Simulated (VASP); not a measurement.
# NaCl (Fm-3m) in VASP: further runs

NaCl is run at these levels: r2SCAN, PBEsol; tasks: single point, relaxation of cell and atoms.

Everything below comes from runs of VASP 6.6.1. Logs are shortened: lines on timing, memory, paths and dates and some standing lists are left out, and cuts for length are marked.

## Step 1: The cell of the first run

Symmetry: Fm-3m, No. 225, cubic system. Conventional cell: a = 5.605 Å, b = 5.605 Å, c = 5.605 Å, α = 90.00°, β = 90.00°, γ = 90.00°. Na (site symmetry m-3m) has 6 Cl at 2.80 Å within 3.7 Å. Within 3.7 Å of Cl (site symmetry m-3m) lie 6 Na at 2.80 Å.

## Step 2: Single point, r2SCAN

POSCAR reads:

```
NaCl
1.0
    0.0000000000      2.8026988303      2.8026988303
    2.8026988303      0.0000000000      2.8026988303
    2.8026988303      2.8026988303      0.0000000000
Na Cl
1 1
Direct
    0.0000000000      0.0000000000      0.0000000000
    0.5000000000      0.5000000000      0.5000000000
```

INCAR.step1 reads:

```
SYSTEM = NaCl
ALGO     = Normal         ! electronic algorithm
EDIFF    = 1E-4           ! SCF threshold, eV
ENCUT    = 520            ! plane-wave cutoff, eV
GGA      = PE             ! functional
ISMEAR   = 0              ! smearing method
LASPH    = .True.         ! aspherical terms in the spheres
LCHARG   = .False.        ! write CHGCAR
LREAL    = .False.        ! projectors in reciprocal space
LWAVE    = .True.         ! write WAVECAR
NBANDS   = 14             ! bands
NELM     = 60             ! most SCF steps
PREC     = Accurate       ! precision mode
SIGMA    = 0.01           ! smearing width, eV
```

INCAR.step2 reads:

```
SYSTEM = NaCl
ALGO     = Normal         ! electronic algorithm
EDIFF    = 1E-7           ! SCF threshold, eV
ENCUT    = 520            ! plane-wave cutoff, eV
ISIF     = 2              ! what is computed and relaxed
ISMEAR   = 0              ! smearing method
ISTART   = 1            
LASPH    = .True.         ! aspherical terms in the spheres
LCHARG   = .True.         ! write CHGCAR
LELF     = .True.         ! ELF
LMIXTAU  = .True.       
LREAL    = .False.        ! projectors in reciprocal space
LVHAR    = .True.       
LWAVE    = .False.        ! write WAVECAR
METAGGA  = R2SCAN         ! meta-GGA
NBANDS   = 14             ! bands
NELM     = 60             ! most SCF steps
PREC     = Accurate       ! precision mode
SIGMA    = 0.01           ! smearing width, eV
```

KPOINTS reads:

```
k-points
0
Gamma
  8 8 8
  0 0 0
```

Potentials or basis: VASP PAW PBE potentials, release 64 (Na_pv, Cl).

The run is started by

```
> cat potpaw_PBE.64/Na_pv/POTCAR potpaw_PBE.64/Cl/POTCAR > POTCAR
> cp INCAR.step1 INCAR
> mpirun -np 1 vasp_std > vasp.out
> cp INCAR.step2 INCAR
> mpirun -np 1 vasp_std > vasp.out
```

OUTCAR:

```text
SYSTEM = NaCl
   EDIFF = 1E-7
   ENCUT = 520
   ISIF = 2
   ISMEAR = 0
   ISTART = 1
   LASPH = .True.
   LREAL = .False.
   METAGGA = R2SCAN
   NELM = 60
   PREC = Accurate

 ion  position               nearest neighbor table
   1  0.000  0.000  0.000-
   2  0.500  0.500  0.500-

  LATTYP: Found a face centered cubic cell.
 ALAT       =     5.6053976606

  Lattice vectors:

 A1 = (   0.0000000000,   2.8026988303,   2.8026988303)
 A2 = (   2.8026988303,   0.0000000000,   2.8026988303)
 A3 = (   2.8026988303,   2.8026988303,   0.0000000000)

Analysis of symmetry for initial positions (statically):
=====================================================================
 Subroutine PRICEL returns:
 Original cell was already a primitive cell.

 Routine SETGRP: Setting up the symmetry group for a
 face centered cubic supercell.

 Subroutine GETGRP returns: Found 48 space group operations
 (whereof 48 operations were pure point group operations)
 out of a pool of 48 trial point group operations.

The static configuration has the point symmetry O_h .

Analysis of symmetry for dynamics (positions and initial velocities):
=====================================================================
 Subroutine PRICEL returns:
 Original cell was already a primitive cell.

 Routine SETGRP: Setting up the symmetry group for a
 face centered cubic supercell.

 Subroutine GETGRP returns: Found 48 space group operations
 (whereof 48 operations were pure point group operations)
 out of a pool of 48 trial point group operations.

The dynamic configuration has the point symmetry O_h .

 Subroutine INISYM returns: Found 48 space group operations
 (whereof 48 operations are pure point group operations),
 and found     1 'primitive' translations

----------------------------------------------------------------------------------------

                                     Primitive cell

  volume of cell :      44.0311

  direct lattice vectors                    reciprocal lattice vectors
     0.000000000  2.802698830  2.802698830    -0.178399475  0.178399475  0.178399475
     2.802698830  0.000000000  2.802698830     0.178399475 -0.178399475  0.178399475
     2.802698830  2.802698830  0.000000000     0.178399475  0.178399475 -0.178399475

  length of vectors
     3.963614697  3.963614697  3.963614697     0.308996955  0.308996955  0.308996955

  position of ions in fractional coordinates (direct lattice)
     0.000000000  0.000000000  0.000000000
     0.500000000  0.500000000  0.500000000

  ion indices of the primitive-cell ions
   primitive index   ion index
                 1           1
                 2           2

----------------------------------------------------------------------------------------

 KPOINTS: k-points

Automatic generation of k-mesh.
 Grid dimensions read from file:
 generate k-points for:    8    8    8

 Generating k-lattice:

  Cartesian coordinates                     Fractional coordinates (reciprocal lattice)
    -0.022299934  0.022299934  0.022299934     0.125000000  0.000000000  0.000000000
     0.022299934 -0.022299934  0.022299934     0.000000000  0.125000000  0.000000000
     0.022299934  0.022299934 -0.022299934     0.000000000  0.000000000  0.125000000

  Length of vectors
     0.038624619  0.038624619  0.038624619

  Shift w.r.t. Gamma in fractional coordinates (k-lattice)
     0.000000000  0.000000000  0.000000000

 Subroutine IBZKPT returns following result:
 ===========================================

 Found     29 irreducible k-points:

 Following reciprocal coordinates:
            Coordinates               Weight
  0.000000  0.000000  0.000000      1.000000
  0.125000  0.000000  0.000000      8.000000
  0.250000  0.000000  0.000000      8.000000
  0.375000  0.000000  0.000000      8.000000
  0.500000  0.000000  0.000000      4.000000
  0.125000  0.125000  0.000000      6.000000
[... 16 lines left out ...]
  0.500000  0.250000  0.125000     48.000000
 -0.375000  0.250000  0.125000     24.000000
 [... further k-points ...]
   k-points           NKPTS =     29   k-points in BZ     NKDIM =     29   number of bands    NBANDS=     14
   number of dos      NEDOS =    301   number of ions     NIONS =      2
   total plane-waves  NPLWV =  27000
   dimension x,y,z NGX =    30 NGY =   30 NGZ =   30
   dimension x,y,z NGXF=    60 NGYF=   60 NGZF=   60
   ions per type =               1   1
   NGX,Y,Z   is equivalent  to a cutoff of  12.58, 12.58, 12.58 a.u.
   NGXF,Y,Z  is equivalent  to a cutoff of  25.17, 25.17, 25.17 a.u.
 SYSTEM =  NaCl
   PREC   = accura    normal or accurate (medium, high low for compatibility)
   ISTART =      1    job   : 0-new  1-cont  2-samecut
   ICHARG =      0    charge: 1-file 2-atom 10-const
   ISPIN  =      1    spin polarized calculation?
   LNONCOLLINEAR =      F non collinear calculations
   LSORBIT =      F    spin-orbit coupling
   LASPH  =      T    aspherical Exc in radial PAW
   ENCUT  =  520.0 eV  38.22 Ry    6.18 a.u.   7.37  7.37  7.37*2*pi/ulx,y,z
   NELM   =     60;   NELMIN=  2; NELMDL=  0     # of ELM steps
   EDIFF  = 0.1E-06   stopping-criterion for ELM
   LREAL  =      F    real-space projection
   EDIFFG = 0.1E-05   stopping-criterion for IOM
   NSW    =      0    number of steps for IOM
   IBRION =     -1    ionic relax: 0-MD 1-quasi-New 2-CG
   NFREE  =      0    steps in history (QN), initial steepest desc. (CG)
   ISIF   =      2    stress and relaxation
   ISYM   =      2    0-nonsym 1-usesym 2-fastsym
   POTIM  = 0.5000    time-step for ionic-motion
   TEBEG  =    0.0;   TEEND  =   0.0 temperature during run
   PSTRESS=    0.0 pullay stress
   NELECT =      14.0000    total number of electrons
   NUPDOWN=      -1.0000    fix difference up-down
   EMIN   =  10.00;   EMAX   =-10.00  energy-range for DOS
   EFERMI =   0.00;   METHOD = LEGACY
   ISMEAR =     0;   SIGMA  =   0.01  broadening in eV -4-tet -1-fermi 0-gaus
   EFERMI_NEDOS =   21; number of points for ismear=-14 and -15
   IALGO  =     38    algorithm
   IMIX   =      4    mixing-type and parameters
     AMIX     =   0.40;   BMIX     =  1.00
     AMIX_MAG =   1.60;   BMIX_MAG =  1.00
  volume/ion in A,a.u.               =      22.02       148.57
  Fermi-wavevector in a.u.,A,eV,Ry     =   1.117372  2.111527 16.987145  1.248520
  Thomas-Fermi vector in A             =   2.253994
   LORBIT       =      0    0 simple, 1 ext, 2 COOP (PROOUT), +10 PAW based schemes
   METAGGA = R2SCAN    functional components
   LHFCALC =     F    Hartree Fock is set to
   AEXX    =    0.0000 exact exchange contribution
   IVDW    =     0    specifies the selected vdW correction
   LEPSILON=     F    determine dielectric tensor
   LRPA    =     F    only Hartree local field effects (RPA)
 non-spin polarized calculation
 Gauss-broadening in eV      SIGMA  =   0.01
  energy-cutoff  :      520.00
  volume of cell :       44.03
 maximum number of plane-waves:      1243
 NGX is ok and might be reduce to    30
   NGX = 15   NGY = 15   NGZ = 15

 number of electron      14.0000003 magnetization

 Free energy of the ion-electron system (eV)
  ---------------------------------------------------
  ext. energy  EPLUGINS =         0.00000000
  ---------------------------------------------------
  free energy    TOTEN  =       -13.79008599 eV

  energy without entropy =      -13.79008599  energy(sigma->0) =      -13.79008599

 E-fermi :  -0.9694     XC(G=0):  -8.7309

 val. band max:       -1.0572144588   @ k =   0.0000   0.0000   0.0000
 cond. band min:       4.9410959311   @ k =   0.0000   0.0000   0.0000
 fundamental gap:      5.9983103899
 Fermi energy:        -0.9693527648

 k-point     1 :       0.0000    0.0000    0.0000
  band No.  band energies     occupation
      1     -22.5425      2.00000
      2     -22.5421      2.00000
      3     -22.5421      2.00000
      4     -14.3221      2.00000
      5      -1.0572      2.00000
      6      -1.0572      2.00000
      7      -1.0572      2.00000
      8       4.9411      0.00000
      9      10.7205      0.00000
     10      10.7205      0.00000
     11      10.7205      0.00000
     12      12.9931      0.00000
     13      12.9931      0.00000
     14      14.6266      0.00000

 k-point     2 :       0.1250    0.0000    0.0000
  band No.  band energies     occupation
      1     -22.5467      2.00000
      2     -22.5427      2.00000
      3     -22.5424      2.00000
      4     -14.2719      2.00000
      5      -1.4250      2.00000
      6      -1.1018      2.00000
      7      -1.1018      2.00000
      8       5.4378      0.00000
      9      10.1830      0.00000
     10      10.9345      0.00000
     11      10.9346      0.00000
     12      12.7792      0.00000
     13      12.7792      0.00000
     14      15.6528      0.00000

 k-point     3 :       0.2500    0.0000    0.0000
  band No.  band energies     occupation
      1     -22.5578      2.00000
      2     -22.5434      2.00000
      3     -22.5431      2.00000
      4     -14.1472      2.00000
      5      -2.1703      2.00000
      6      -1.2061      2.00000
      7      -1.2061      2.00000
      8       6.3941      0.00000
      9       9.7007      0.00000
     10      11.1093      0.00000
     11      11.1095      0.00000
     12      13.0141      0.00000
     13      13.0142      0.00000
     14      15.8126      0.00000

 k-point     4 :       0.3750    0.0000    0.0000
  band No.  band energies     occupation
      1     -22.5687      2.00000
      2     -22.5441      2.00000
      3     -22.5438      2.00000
      4     -14.0172      2.00000
      5      -2.7976      2.00000
      6      -1.3060      2.00000
      7      -1.3060      2.00000
      8       6.8743      0.00000
      9      10.1766      0.00000
     10      10.8809      0.00000
     11      10.8812      0.00000
     12      14.4128      0.00000
     13      14.4130      0.00000
     14      15.2351      0.00000

 k-point     5 :       0.5000    0.0000    0.0000
  band No.  band energies     occupation
      1     -22.5731      2.00000
      2     -22.5444      2.00000
      3     -22.5441      2.00000
      4     -13.9617      2.00000
      5      -3.0355      2.00000
      6      -1.3462      2.00000
      7      -1.3461      2.00000
      8       6.9228      0.00000
      9      10.7125      0.00000
     10      10.7562      0.00000
     11      10.7566      0.00000
[... 276 lines left out ...]
 k-point    22 :       0.3750    0.2500    0.1250
  band No.  band energies     occupation
      1     -22.5594      2.00000
      2     -22.5478      2.00000
      3     -22.5443      2.00000
      4     -14.0657      2.00000
      5      -2.3297      2.00000
      6      -1.5446      2.00000
      7      -1.3276      2.00000
      8       7.3024      0.00000
      9       8.9251      0.00000
     10      10.3968      0.00000
     11      12.0518      0.00000
     12      12.3205      0.00000
     13      14.5814      0.00000
     14      18.2678      0.00000

 k-point    23 :       0.5000    0.2500    0.1250
  band No.  band energies     occupation
      1     -22.5646      2.00000
      2     -22.5500      2.00000
      3     -22.5456      2.00000
      4     -13.9688      2.00000
      5      -2.6353      2.00000
      6      -1.7754      2.00000
      7      -1.4408      2.00000
      8       7.9362      0.00000
      9       9.3335      0.00000
     10       9.7555      0.00000
     11      11.7877      0.00000
     12      13.5821      0.00000
     13      16.0742      0.00000
     14      16.4581      0.00000

 k-point    24 :      -0.3750    0.2500    0.1250
  band No.  band energies     occupation
      1     -22.5668      2.00000
      2     -22.5505      2.00000
      3     -22.5465      2.00000
      4     -13.9278      2.00000
      5      -2.7590      2.00000
      6      -1.8577      2.00000
      7      -1.4961      2.00000
      8       8.0095      0.00000
      9       9.4803      0.00000
     10      10.0483      0.00000
     11      11.6008      0.00000
     12      14.2320      0.00000
     13      15.6635      0.00000
     14      16.5700      0.00000

 [... further k-points ...]

------------------------ aborting loop because EDIFF is reached ----------------------------------------

  FORCE on cell =-STRESS in cart. coord.  units (eV):
  Direction    XX          YY          ZZ          XY          YZ          ZX
  --------------------------------------------------------------------------------------
  -------------------------------------------------------------------------------------
  Total       -0.0431796     -0.0431796     -0.0431796     -0.0000000      0.0000000      0.0000000
  in kB       -1.5711943     -1.5711943     -1.5711943     -0.0000000      0.0000000      0.0000000
  external PRESSURE =      -1.5711943 kB  Pullay stress =       0.0000000 kB

 VOLUME and BASIS-vectors are now :
 -----------------------------------------------------------------------------
  energy-cutoff  :      520.00
  volume of cell :       44.03
      direct lattice vectors                 reciprocal lattice vectors
     0.000000000  2.802698830  2.802698830    -0.178399475  0.178399475  0.178399475
     2.802698830  0.000000000  2.802698830     0.178399475 -0.178399475  0.178399475
     2.802698830  2.802698830  0.000000000     0.178399475  0.178399475 -0.178399475

 POSITION                                       TOTAL-FORCE (eV/Angst)
 -----------------------------------------------------------------------------------
      0.00000      0.00000      0.00000         0.000000      0.000000      0.000000
      2.80270      2.80270      2.80270        -0.000000     -0.000000     -0.000000
 -----------------------------------------------------------------------------------
    total drift:                               -0.000000      0.000000      0.000000

  FREE ENERGIE OF THE ION-ELECTRON SYSTEM (eV)
  ---------------------------------------------------
  free  energy   TOTEN  =       -13.7900859882 eV

  energy  without entropy=      -13.7900859882  energy(sigma->0) =      -13.79008599
```

Run time: 2.8 min. Hardware: 1 thread of AMD EPYC 7R13, shared host; peak memory 0.14 GiB.

What came out:

| Quantity | Value |
| --- | --- |
| Free energy | -13.7901 eV |
| Pressure | -0.2 GPa |
| Band gap on the k mesh | 6.00 eV |

Levels at points of the mesh, in eV from the valence-band top:
| k point | band 5 | band 6 | band 7 | band 8 | band 9 | band 10 |
| --- | --- | --- | --- | --- | --- | --- |
| (0.00, 0.00, 0.00) | 0.00 | 0.00 | 0.00 | 6.00 | 11.78 | 11.78 |
| (0.50, 0.00, 0.00) | -1.98 | -0.29 | -0.29 | 7.98 | 11.77 | 11.81 |
| (0.50, 0.50, 0.00) | -1.73 | -0.63 | -0.63 | 8.50 | 8.60 | 12.35 |

Caveat: the PAW data sets were made with another functional, which shifts forces and pressure a little.

## Step 3: Relaxation of cell and atoms, PBEsol

This run uses another cell than the first one, of 23.09 Å³/atom.

INCAR reads:

```
ALGO = Normal
EDIFF = 1E-7
EDIFFG = -0.005
ENCUT = 600
GGA = PS
IBRION = 2
ISIF = 3
ISMEAR = -1
LASPH = True
LCHARG = False
LREAL = False
LWAVE = False
NELM = 100
NSW = 80
PREC = Accurate
SIGMA = 0.02
```

KPOINTS reads:

```
k-points
0
Gamma
  8 8 8
```

POSCAR reads:

```
NaCl
1.0
    0.0000000000      2.8475812609      2.8475812609
    2.8475812609      0.0000000000      2.8475812609
    2.8475812609      2.8475812609      0.0000000000
Na Cl
1 1
Direct
    0.0000000000      0.0000000000      0.0000000000
    0.5000000000      0.5000000000      0.5000000000
```

Potentials or basis: VASP PAW PBE potentials, release 64 (Na_pv, Cl).

The run is started by

```
> cat potpaw_PBE.64/Na_pv/POTCAR potpaw_PBE.64/Cl/POTCAR > POTCAR
> mpirun -np 1 vasp_std > vasp.out
```

It took 52 s on 1 thread of AMD EPYC 7R13, shared host; peak memory 0.15 GiB.

It converged, with:

```
Free energy                           : -6.9989 eV
Relaxed volume                        : 22.01 Å³/atom
Relaxed cell                          : a = 3.963 Å, b = 3.963 Å, c = 3.963 Å, α = 60.00°, β = 60.00°, γ = 60.00°
Space group after relaxing (to 0.1 Å) : Fm-3m (No. 225)
Energy gained by relaxing             : 3.9 meV/atom
Ionic steps                           : 4
Pressure after relaxing               : 0.0 GPa
Band gap on the k mesh                : 5.00 eV
```

The path:
```tsv
step	energy change (eV)	largest force (eV/Å)	pressure (GPa)	volume (Å³)
1	0.0000	0.0000	-1.11	46.18
2	-0.0057	0.0000	-0.61	45.12
3	-0.0078	0.0000	-0.04	44.08
4	-0.0078	0.0000	0.01	44.02
```

Final structure:
```yaml
crystal:
  lattice:
    - [0.00000, 2.80238, 2.80238]
    - [2.80238, 0.00000, 2.80238]
    - [2.80238, 2.80238, 0.00000]
  atoms:
    - { symbol: Na, position: [0.00000, 0.00000, 0.00000] }
    - { symbol: Cl, position: [0.50000, 0.50000, 0.50000] }
```

Levels at points of the mesh, in eV from the valence-band top:
```
           k point  band 4  band 5  band 6  band 7  band 8  band 9  band 10  band 11
(0.00, 0.00, 0.00)  -12.69    0.00    0.00    0.00    5.00   11.02    11.02    11.02
(0.50, 0.00, 0.00)  -12.32   -2.03   -0.28   -0.28    7.11   10.65    10.91    10.91
(0.50, 0.50, 0.00)  -12.27   -1.75   -0.63   -0.63    7.49    7.87    11.26    14.78
```

Caveat: the PAW data sets were made with another functional, which shifts forces and pressure a little.
